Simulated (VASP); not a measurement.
# MgS in VASP: a series of runs

The runs below take MgS through single point, with HSE06.

Everything below comes from runs of VASP 6.6.1. Logs are shortened: lines on timing, memory, paths and dates and some standing lists are left out, and cuts for length are marked.

## (1) The cell of the first run

The structure is cubic, space group Fm-3m (No. 225). Conventional cell: a = 5.473 Å, b = 5.473 Å, c = 5.473 Å, α = 90.00°, β = 90.00°, γ = 90.00°. Within 3.6 Å of Mg (site symmetry m-3m) lie 6 S at 2.74 Å. S (site symmetry m-3m) has 6 Mg at 2.74 Å within 3.6 Å.

## (2) Single point, HSE06 (strain +5.2%)

File POSCAR:

```
MgS
1.0
    0.0000000000      2.7365365106      2.7365365106
    2.7365365106      0.0000000000      2.7365365106
    2.7365365106      2.7365365106      0.0000000000
Mg S
1 1
Direct
    0.0000000000      0.0000000000      0.0000000000
    0.5000000000      0.5000000000      0.5000000000
```

File INCAR.step1:

```
PREC = Accurate
ENCUT = 520
EDIFF = 1E-5
ISMEAR = 0
SIGMA = 0.01
LREAL = False
LASPH = True
NELM = 100
ALGO = Normal
ISIF = 2
LWAVE = True
LCHARG = False
NBANDS = 11
GGA = PE
```

File INCAR.step2:

```
PREC = Accurate
ENCUT = 520
EDIFF = 1E-7
ISMEAR = 0
SIGMA = 0.01
LREAL = False
LASPH = True
NELM = 100
ALGO = Normal
ISIF = 2
LWAVE = False
LCHARG = False
GGA = PE
LHFCALC = True
HFSCREEN = 0.2079
PRECFOCK = Normal
NBANDS = 11
ISTART = 1
```

File KPOINTS:

```
Automatic mesh
0
Gamma
  6 6 6
```

Potentials or basis: VASP PAW PBE potentials, release 64 (Mg, S).

Launch:

```bash
$ cat potpaw_PBE.64/Mg/POTCAR potpaw_PBE.64/S/POTCAR > POTCAR
$ cp INCAR.step1 INCAR
$ mpirun -np 1 vasp_std > vasp.out
$ cp INCAR.step2 INCAR
$ mpirun -np 1 vasp_std > vasp.out
```

OUTCAR:

```text
PREC = Accurate
   ENCUT = 520
   EDIFF = 1E-7
   ISMEAR = 0
   LREAL = False
   LASPH = True
   NELM = 100
   ISIF = 2
   GGA = PE
   LHFCALC = True
   HFSCREEN = 0.2079
   PRECFOCK = Normal
   ISTART = 1

 ion  position               nearest neighbor table
   1  0.000  0.000  0.000-   2 2.74   2 2.74   2 2.74   2 2.74   2 2.74   2 2.74
   2  0.500  0.500  0.500-   1 2.74   1 2.74   1 2.74   1 2.74   1 2.74   1 2.74

  LATTYP: Found a face centered cubic cell.
 ALAT       =     5.4730730212

  Lattice vectors:

 A1 = (   0.0000000000,   2.7365365106,   2.7365365106)
 A2 = (   2.7365365106,   0.0000000000,   2.7365365106)
 A3 = (   2.7365365106,   2.7365365106,   0.0000000000)

Analysis of symmetry for initial positions (statically):
=====================================================================
 Subroutine PRICEL returns:
 Original cell was already a primitive cell.

 Routine SETGRP: Setting up the symmetry group for a
 face centered cubic supercell.

 Subroutine GETGRP returns: Found 48 space group operations
 (whereof 48 operations were pure point group operations)
 out of a pool of 48 trial point group operations.

The static configuration has the point symmetry O_h .

Analysis of symmetry for dynamics (positions and initial velocities):
=====================================================================
 Subroutine PRICEL returns:
 Original cell was already a primitive cell.

 Routine SETGRP: Setting up the symmetry group for a
 face centered cubic supercell.

 Subroutine GETGRP returns: Found 48 space group operations
 (whereof 48 operations were pure point group operations)
 out of a pool of 48 trial point group operations.

The dynamic configuration has the point symmetry O_h .

 Subroutine INISYM returns: Found 48 space group operations
 (whereof 48 operations are pure point group operations),
 and found     1 'primitive' translations

----------------------------------------------------------------------------------------

                                     Primitive cell

  volume of cell :      40.9858

  direct lattice vectors                    reciprocal lattice vectors
     0.000000000  2.736536511  2.736536511    -0.182712709  0.182712709  0.182712709
     2.736536511  0.000000000  2.736536511     0.182712709 -0.182712709  0.182712709
     2.736536511  2.736536511  0.000000000     0.182712709  0.182712709 -0.182712709

  length of vectors
     3.870047047  3.870047047  3.870047047     0.316467696  0.316467696  0.316467696

  position of ions in fractional coordinates (direct lattice)
     0.000000000  0.000000000  0.000000000
     0.500000000  0.500000000  0.500000000

  ion indices of the primitive-cell ions
   primitive index   ion index
                 1           1
                 2           2

----------------------------------------------------------------------------------------

 KPOINTS: Automatic mesh

Automatic generation of k-mesh.
 Grid dimensions read from file:
 generate k-points for:    6    6    6

 Generating k-lattice:

  Cartesian coordinates                     Fractional coordinates (reciprocal lattice)
    -0.030452118  0.030452118  0.030452118     0.166666667  0.000000000  0.000000000
     0.030452118 -0.030452118  0.030452118     0.000000000  0.166666667  0.000000000
     0.030452118  0.030452118 -0.030452118     0.000000000  0.000000000  0.166666667

  Length of vectors
     0.052744616  0.052744616  0.052744616

  Shift w.r.t. Gamma in fractional coordinates (k-lattice)
     0.000000000  0.000000000  0.000000000

 Subroutine IBZKPT returns following result:
 ===========================================

 Found     16 irreducible k-points:

 Following reciprocal coordinates:
            Coordinates               Weight
  0.000000  0.000000  0.000000      1.000000
  0.166667  0.000000  0.000000      8.000000
  0.333333  0.000000  0.000000      8.000000
  0.500000  0.000000  0.000000      4.000000
  0.166667  0.166667  0.000000      6.000000
  0.333333  0.166667  0.000000     24.000000
[... 8 lines left out ...]
 -0.333333  0.333333  0.166667     24.000000
 -0.333333  0.500000  0.166667     12.000000
   k-points           NKPTS =     16   k-points in BZ     NKDIM =    216   number of bands    NBANDS=     11
   number of dos      NEDOS =    301   number of ions     NIONS =      2
   total plane-waves  NPLWV =  27000
   dimension x,y,z NGX =    30 NGY =   30 NGZ =   30
   dimension x,y,z NGXF=    60 NGYF=   60 NGZF=   60
   ions per type =               1   1
   NGX,Y,Z   is equivalent  to a cutoff of  12.89, 12.89, 12.89 a.u.
   NGXF,Y,Z  is equivalent  to a cutoff of  25.77, 25.77, 25.77 a.u.
 SYSTEM =  unknown system
   PREC   = accura    normal or accurate (medium, high low for compatibility)
   ISTART =      1    job   : 0-new  1-cont  2-samecut
   ICHARG =      0    charge: 1-file 2-atom 10-const
   ISPIN  =      1    spin polarized calculation?
   LNONCOLLINEAR =      F non collinear calculations
   LSORBIT =      F    spin-orbit coupling
   LASPH  =      T    aspherical Exc in radial PAW
   ENCUT  =  520.0 eV  38.22 Ry    6.18 a.u.   7.20  7.20  7.20*2*pi/ulx,y,z
   NELM   =    100;   NELMIN=  2; NELMDL=  0     # of ELM steps
   EDIFF  = 0.1E-06   stopping-criterion for ELM
   LREAL  =      F    real-space projection
   EDIFFG = 0.1E-05   stopping-criterion for IOM
   NSW    =      0    number of steps for IOM
   IBRION =     -1    ionic relax: 0-MD 1-quasi-New 2-CG
   NFREE  =      0    steps in history (QN), initial steepest desc. (CG)
   ISIF   =      2    stress and relaxation
   ISYM   =      3    0-nonsym 1-usesym 2-fastsym
   POTIM  = 0.5000    time-step for ionic-motion
   TEBEG  =    0.0;   TEEND  =   0.0 temperature during run
   PSTRESS=    0.0 pullay stress
   NELECT =       8.0000    total number of electrons
   NUPDOWN=      -1.0000    fix difference up-down
   EMIN   =  10.00;   EMAX   =-10.00  energy-range for DOS
   EFERMI =   0.00;   METHOD = LEGACY
   ISMEAR =     0;   SIGMA  =   0.01  broadening in eV -4-tet -1-fermi 0-gaus
   EFERMI_NEDOS =   21; number of points for ismear=-14 and -15
   IALGO  =     38    algorithm
   IMIX   =      1    mixing-type and parameters
     AMIX     =   0.40;   BMIX     =  1.00
     AMIX_MAG =   1.60;   BMIX_MAG =  1.00
  volume/ion in A,a.u.               =      20.49       138.29
  Fermi-wavevector in a.u.,A,eV,Ry     =   0.949643  1.794565 12.270024  0.901821
  Thomas-Fermi vector in A             =   2.077945
   LORBIT       =      0    0 simple, 1 ext, 2 COOP (PROOUT), +10 PAW based schemes
   GGA     = PE    functional components
   LHFCALC =     T    Hartree Fock is set to
   PRECFOCK=normal    Normal, Fast or Accurate (Low or Medium for compatibility)
   ENCUT4O =  -1.0   cutoff for four orbital integrals eV
   NKREDX  =     1    reduce k-point grid by
   NKREDY  =     1    reduce k-point grid by
   NKREDZ  =     1    reduce k-point grid by
   AEXX    =    0.2500 exact exchange contribution
   HFSCREEN=    0.2079 screening length (either q_TF or 0.3 A-1)
   HFSCREENC=   0.2079 screening length for correlation (either q_TF or 0.3 A-1)
   ENCUTFOCK=  -1.0 apply spherical cutoff to Coloumb kernel
   IVDW    =     0    specifies the selected vdW correction
   LEPSILON=     F    determine dielectric tensor
   LRPA    =     F    only Hartree local field effects (RPA)
 non-spin polarized calculation
 Gauss-broadening in eV      SIGMA  =   0.01
  energy-cutoff  :      520.00
  volume of cell :       40.99
 maximum number of plane-waves:      1125
 NGX is ok and might be reduce to    30
  NGX = 24; NGY = 24; NGZ = 24

 number of electron       7.9999999 magnetization

 Free energy of the ion-electron system (eV)
  ---------------------------------------------------
  ext. energy  EPLUGINS =         0.00000000
  ---------------------------------------------------
  free energy    TOTEN  =        -9.68463329 eV

  energy without entropy =       -9.68463329  energy(sigma->0) =       -9.68463329

 E-fermi :   1.8909     XC(G=0):  -7.5737

 val. band max:        1.8356576306   @ k =   0.0000   0.0000   0.0000
 cond. band min:       5.2000437356   @ k =   0.5000   0.5000   0.0000
 fundamental gap:      3.3643861050
 Fermi energy:         1.8908639142

 k-point     1 :       0.0000    0.0000    0.0000
  band No.  band energies     occupation
      1     -11.2998      2.00000
      2       1.8357      2.00000
      3       1.8357      2.00000
      4       1.8357      2.00000
      5       5.4535      0.00000
      6      10.9510      0.00000
      7      10.9510      0.00000
      8      10.9510      0.00000
      9      13.2707      0.00000
     10      13.2707      0.00000
     11      15.1482      0.00000

 k-point     2 :       0.1667    0.0000    0.0000
  band No.  band energies     occupation
      1     -11.0766      2.00000
      2       0.2956      2.00000
      3       1.7013      2.00000
      4       1.7013      2.00000
      5       6.6940      0.00000
      6      10.3974      0.00000
      7      11.0834      0.00000
      8      11.0834      0.00000
      9      12.4308      0.00000
     10      12.4308      0.00000
     11      14.4781      0.00000

 k-point     3 :       0.3333    0.0000    0.0000
  band No.  band energies     occupation
      1     -10.5571      2.00000
      2      -1.7488      2.00000
      3       1.4616      2.00000
      4       1.4616      2.00000
      5       7.2342      0.00000
      6      10.0758      0.00000
      7      10.0758      0.00000
      8      11.2030      0.00000
      9      13.8381      0.00000
     10      14.2458      0.00000
     11      14.2458      0.00000

 k-point     4 :       0.5000    0.0000    0.0000
  band No.  band energies     occupation
      1     -10.2442      2.00000
      2      -2.6276      2.00000
      3       1.3536      2.00000
      4       1.3536      2.00000
      5       7.1160      0.00000
      6       9.6318      0.00000
      7       9.6318      0.00000
      8      11.7353      0.00000
      9      14.4694      0.00000
     10      17.1249      0.00000
     11      17.1249      0.00000

 k-point     5 :       0.1667    0.1667    0.0000
  band No.  band energies     occupation
      1     -11.0043      2.00000
      2       0.3684      2.00000
      3       1.3802      2.00000
      4       1.3802      2.00000
      5       7.1316      0.00000
      6       9.5683      0.00000
      7      10.4718      0.00000
      8      11.8571      0.00000
      9      11.8571      0.00000
     10      13.7111      0.00000
     11      16.1242      0.00000
[... 99 lines left out ...]
 k-point    13 :       0.5000    0.5000    0.0000
  band No.  band energies     occupation
      1      -9.9469      2.00000
      2      -1.9625      2.00000
      3       0.3277      2.00000
      4       0.3277      2.00000
      5       5.2000      0.00000
      6       7.5479      0.00000
      7      13.8448      0.00000
      8      15.1646      0.00000
      9      15.1646      0.00000
     10      15.6549      0.00000
     11      18.5832      0.00000

 k-point    14 :       0.5000    0.3333    0.1667
  band No.  band energies     occupation
      1     -10.2120      2.00000
      2      -1.5709      2.00000
      3      -0.0814      2.00000
      4       0.7822      2.00000
      5       7.6252      0.00000
      6       9.4940      0.00000
      7       9.7438      0.00000
      8      12.0903      0.00000
      9      14.0297      0.00000
     10      17.0414      0.00000
     11      17.6540      0.00000

 k-point    15 :      -0.3333    0.3333    0.1667
  band No.  band energies     occupation
      1     -10.0036      2.00000
      2      -1.7316      2.00000
      3      -0.5649      2.00000
      4       0.4606      2.00000
      5       7.7096      0.00000
      6       9.2759      0.00000
      7      11.2140      0.00000
      8      11.4201      0.00000
      9      14.5962      0.00000
     10      15.8439      0.00000
     11      18.1837      0.00000

 k-point    16 :      -0.3333    0.5000    0.1667
  band No.  band energies     occupation
      1      -9.9238      2.00000
      2      -1.5358      2.00000
      3      -0.4448      2.00000
      4      -0.1383      2.00000
      5       6.7359      0.00000
      6       9.1364      0.00000
      7      11.5188      0.00000
      8      12.2069      0.00000
      9      15.6253      0.00000
     10      17.1017      0.00000
     11      17.6334      0.00000

------------------------ aborting loop because EDIFF is reached ----------------------------------------

  FORCE on cell =-STRESS in cart. coord.  units (eV):
  Direction    XX          YY          ZZ          XY          YZ          ZX
  --------------------------------------------------------------------------------------
  -------------------------------------------------------------------------------------
  Total       -2.4015570     -2.4015570     -2.4015570      0.0000000      0.0000000     -0.0000000
  in kB      -93.8792803    -93.8792803    -93.8792803      0.0000000      0.0000000     -0.0000000
  external PRESSURE =     -93.8792803 kB  Pullay stress =       0.0000000 kB

 VOLUME and BASIS-vectors are now :
 -----------------------------------------------------------------------------
  energy-cutoff  :      520.00
  volume of cell :       40.99
      direct lattice vectors                 reciprocal lattice vectors
     0.000000000  2.736536511  2.736536511    -0.182712709  0.182712709  0.182712709
     2.736536511  0.000000000  2.736536511     0.182712709 -0.182712709  0.182712709
     2.736536511  2.736536511  0.000000000     0.182712709  0.182712709 -0.182712709

 POSITION                                       TOTAL-FORCE (eV/Angst)
 -----------------------------------------------------------------------------------
      0.00000      0.00000      0.00000         0.000000     -0.000000     -0.000000
      2.73654      2.73654      2.73654        -0.000000      0.000000      0.000000
 -----------------------------------------------------------------------------------
    total drift:                               -0.000000     -0.000000     -0.000000

  FREE ENERGIE OF THE ION-ELECTRON SYSTEM (eV)
  ---------------------------------------------------
  free  energy   TOTEN  =        -9.6846332869 eV

  energy  without entropy=       -9.6846332869  energy(sigma->0) =       -9.68463329
```

Run time: 26 min. Hardware: 1 thread of Intel Xeon Platinum 8488C (Sapphire Rapids), shared host; peak memory 0.28 GiB.

Results:

* Free energy: -9.6846 eV
* Pressure: -9.4 GPa
* Band gap on the k mesh: 3.36 eV (least direct gap 3.62 eV)

Caveat: the cell differs from its parent crystal (strain +5.2%); the cell stands under tension; the PAW data sets were made with another functional, which shifts forces and pressure a little.

(Continued in part 2 of 2.)
